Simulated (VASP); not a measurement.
# GaN (rocksalt type) (Fm-3m) in VASP: single point with PBE

Aim: the single point of GaN (rocksalt type) with PBE.

Everything below comes from runs of VASP 6.6.1. Logs are shortened: lines on timing, memory, paths and dates and some standing lists are left out, and cuts for length are marked.

### 1 The cell of the first run

It takes space group Fm-3m (No. 225, cubic). The conventional cell has a = 4.269 Å, b = 4.269 Å, c = 4.269 Å, α = 90.00°, β = 90.00°, γ = 90.00°. Ga (site symmetry m-3m) has 6 N at 2.13 Å within 2.8 Å. N (site symmetry m-3m) has 6 Ga at 2.13 Å within 2.8 Å.

### 2 Single point, PBE (9.72 Å³/atom)

POSCAR reads:

```
GaN
1.0
    0.0000000000      2.1343254600      2.1343254600
    2.1343254600      0.0000000000      2.1343254600
    2.1343254600      2.1343254600      0.0000000000
Ga N
1 1
Direct
    0.0000000000      0.0000000000      0.0000000000
    0.5000000000      0.5000000000      0.5000000000
```

INCAR.step1 reads:

```
SYSTEM = GaN
  ALGO = Normal
  EDIFF = 1E-6
  ENCUT = 520
  GGA = PE
  ISIF = 2
  ISMEAR = -1
  LASPH = .TRUE.
  LCHARG = .TRUE.
  LREAL = .FALSE.
  LWAVE = .FALSE.
  NBANDS = 16
  NELM = 60
  PREC = Accurate
  SIGMA = 0.1
```

KPOINTS.step1 reads:

```
k-points
0
G
  15 15 15
  0 0 0
```

INCAR.step2 reads:

```
SYSTEM = GaN
  ALGO = Normal
  EDIFF = 1E-6
  ENCUT = 520
  GGA = PE
  ICHARG = 11
  ISIF = 2
  ISMEAR = -5
  LASPH = .TRUE.
  LCHARG = .FALSE.
  LORBIT = 10
  LREAL = .FALSE.
  LWAVE = .FALSE.
  NEDOS = 2001
  NELM = 60
  PREC = Accurate
  SIGMA = 0.1
```

KPOINTS.step2 reads:

```
k-points
0
G
  23 23 23
  0 0 0
```

Potentials or basis: VASP PAW PBE potentials, release 64 (Ga_d, N).

Run with:

```sh
cat potpaw_PBE.64/Ga_d/POTCAR potpaw_PBE.64/N/POTCAR > POTCAR
cp INCAR.step1 INCAR
cp KPOINTS.step1 KPOINTS
mpirun -np 1 vasp_std > vasp.out
cp INCAR.step2 INCAR
cp KPOINTS.step2 KPOINTS
mpirun -np 1 vasp_std > vasp.out
```

OUTCAR:

```text
SYSTEM = GaN
   EDIFF = 1E-6
   ENCUT = 520
   GGA = PE
   ICHARG = 11
   ISIF = 2
   ISMEAR = -5
   LASPH = .TRUE.
   LORBIT = 10
   LREAL = .FALSE.
   NELM = 60
   PREC = Accurate

 ion  position               nearest neighbor table
   1  0.000  0.000  0.000-   2 2.13   2 2.13   2 2.13   2 2.13   2 2.13   2 2.13
   2  0.500  0.500  0.500-   1 2.13   1 2.13   1 2.13   1 2.13   1 2.13   1 2.13

  LATTYP: Found a face centered cubic cell.
 ALAT       =     4.2686509200

  Lattice vectors:

 A1 = (   0.0000000000,   2.1343254600,   2.1343254600)
 A2 = (   2.1343254600,   0.0000000000,   2.1343254600)
 A3 = (   2.1343254600,   2.1343254600,   0.0000000000)

Analysis of symmetry for initial positions (statically):
=====================================================================
 Subroutine PRICEL returns:
 Original cell was already a primitive cell.

 Routine SETGRP: Setting up the symmetry group for a
 face centered cubic supercell.

 Subroutine GETGRP returns: Found 48 space group operations
 (whereof 48 operations were pure point group operations)
 out of a pool of 48 trial point group operations.

The static configuration has the point symmetry O_h .

Analysis of symmetry for dynamics (positions and initial velocities):
=====================================================================
 Subroutine PRICEL returns:
 Original cell was already a primitive cell.

 Routine SETGRP: Setting up the symmetry group for a
 face centered cubic supercell.

 Subroutine GETGRP returns: Found 48 space group operations
 (whereof 48 operations were pure point group operations)
 out of a pool of 48 trial point group operations.

The dynamic configuration has the point symmetry O_h .

 Subroutine INISYM returns: Found 48 space group operations
 (whereof 48 operations are pure point group operations),
 and found     1 'primitive' translations

----------------------------------------------------------------------------------------

                                     Primitive cell

  volume of cell :      19.4452

  direct lattice vectors                    reciprocal lattice vectors
     0.000000000  2.134325460  2.134325460    -0.234266052  0.234266052  0.234266052
     2.134325460  0.000000000  2.134325460     0.234266052 -0.234266052  0.234266052
     2.134325460  2.134325460  0.000000000     0.234266052  0.234266052 -0.234266052

  length of vectors
     3.018392012  3.018392012  3.018392012     0.405760705  0.405760705  0.405760705

  position of ions in fractional coordinates (direct lattice)
     0.000000000  0.000000000  0.000000000
     0.500000000  0.500000000  0.500000000

[... 98 lines left out ...]
     AMIX_MAG =   1.60;   BMIX_MAG =  1.00
  volume/ion in A,a.u.               =       9.72        65.61
  Fermi-wavevector in a.u.,A,eV,Ry     =   1.595493  3.015045 34.634981  2.545599
  Thomas-Fermi vector in A             =   2.693403
   LORBIT       =     10    0 simple, 1 ext, 2 COOP (PROOUT), +10 PAW based schemes
   GGA     = PE    functional components
   LHFCALC =     F    Hartree Fock is set to
   AEXX    =    0.0000 exact exchange contribution
   IVDW    =     0    specifies the selected vdW correction
   LEPSILON=     F    determine dielectric tensor
   LRPA    =     F    only Hartree local field effects (RPA)
 non-spin polarized calculation
 Fermi weights with tetrahedron method with Bloechl corrections
  energy-cutoff  :      520.00
  volume of cell :       19.45
 maximum number of plane-waves:       535

 number of electron      18.0000005 magnetization

 Free energy of the ion-electron system (eV)
  ---------------------------------------------------
  ext. energy  EPLUGINS =         0.00000000
  ---------------------------------------------------
  free energy    TOTEN  =       -11.20663555 eV

  energy without entropy =      -11.20663555  energy(sigma->0) =      -11.20663555

 E-fermi :   7.5515     XC(G=0): -12.9116

 val. band max:        7.5425074485   @ k =  -0.1739   0.1739   0.0000
 cond. band min:       7.9734581189   @ k =   0.4783   0.4783   0.0000
 fundamental gap:      0.4309506704
 Fermi energy:         7.5514807185

 k-point     1 :       0.0000    0.0000    0.0000
  band No.  band energies     occupation
      1      -9.4793      2.00000
      2      -6.4645      2.00000
      3      -6.4645      2.00000
      4      -6.4645      2.00000
      5      -6.3855      2.00000
      6      -6.3855      2.00000
      7       7.0502      2.00000
      8       7.0502      2.00000
      9       7.0502      2.00000
     10       9.4320      0.00000
     11      22.0824      0.00000
     12      22.0824      0.00000
     13      22.0825      0.00000
[... 354 lines left out ...]
  band No.  band energies     occupation
      1      -6.7693      2.00000
      2      -6.6361      2.00000
      3      -6.6074      2.00000
      4      -6.4013      2.00000
      5      -6.2573      2.00000
      6      -6.1441      2.00000
      7      -0.5286      2.00000
      8       7.1494      2.00000
      9       7.3172      2.00000
     10      12.2753      0.00000
     11      15.7165      0.00000
     12      16.5358      0.00000
     13      17.2028      0.00000

 [... further k-points ...]

------------------------ aborting loop because EDIFF is reached ----------------------------------------

  FORCE on cell =-STRESS in cart. coord.  units (eV):
  Direction    XX          YY          ZZ          XY          YZ          ZX
  --------------------------------------------------------------------------------------
  -------------------------------------------------------------------------------------
  Total        0.0615708      0.0615708      0.0615708     -0.0000000     -0.0000000      0.0000000
  in kB        5.0731013      5.0731013      5.0731013     -0.0000000     -0.0000000      0.0000000
  external PRESSURE =       5.0731013 kB  Pullay stress =       0.0000000 kB

 VOLUME and BASIS-vectors are now :
 -----------------------------------------------------------------------------
  energy-cutoff  :      520.00
  volume of cell :       19.45
      direct lattice vectors                 reciprocal lattice vectors
     0.000000000  2.134325460  2.134325460    -0.234266052  0.234266052  0.234266052
     2.134325460  0.000000000  2.134325460     0.234266052 -0.234266052  0.234266052
     2.134325460  2.134325460  0.000000000     0.234266052  0.234266052 -0.234266052

 POSITION                                       TOTAL-FORCE (eV/Angst)
 -----------------------------------------------------------------------------------
      0.00000      0.00000      0.00000         0.000000      0.000000     -0.000000
      2.13433      2.13433      2.13433        -0.000000     -0.000000      0.000000
 -----------------------------------------------------------------------------------
    total drift:                                0.000000     -0.000000     -0.000000

  FREE ENERGIE OF THE ION-ELECTRON SYSTEM (eV)
  ---------------------------------------------------
  free  energy   TOTEN  =       -11.2066355459 eV

  energy  without entropy=      -11.2066355459  energy(sigma->0) =      -11.20663555

 total charge

# of ion       s       p       d       tot
------------------------------------------
    1        0.712   0.708  10.175  11.596
    2        1.244   2.468   0.000   3.712
--------------------------------------------------
tot          1.956   3.176  10.175  15.308
```

OUTCAR.step1:

```text
SYSTEM = GaN
   EDIFF = 1E-6
   ENCUT = 520
   GGA = PE
   ISIF = 2
   ISMEAR = -1
   LASPH = .TRUE.
[... 676 lines left out ...]
      0.00000      0.00000      0.00000         0.000000     -0.000000      0.000000
      2.13433      2.13433      2.13433        -0.000000      0.000000      0.000000
 -----------------------------------------------------------------------------------
    total drift:                                0.000000     -0.000000     -0.000000

  FREE ENERGIE OF THE ION-ELECTRON SYSTEM (eV)
  ---------------------------------------------------
  free  energy   TOTEN  =       -11.2069690943 eV

  energy  without entropy=      -11.2058826481  energy(sigma->0) =      -11.20642587
```

It took 1.7 min on 1 thread of Intel Xeon 8259CL, shared host; peak memory 0.22 GiB.

What came out:

```yaml
Valence_electrons_inside_the_program's_atomic_spheres: Ga 11.60; N 3.71
```

Levels at points of the mesh, in eV from the valence-band top:
```tsv
k point	band 7	band 8	band 9	band 10	band 11	band 12
(0.00, 0.00, 0.00)	-0.49	-0.49	-0.49	1.89	14.54	14.54
```
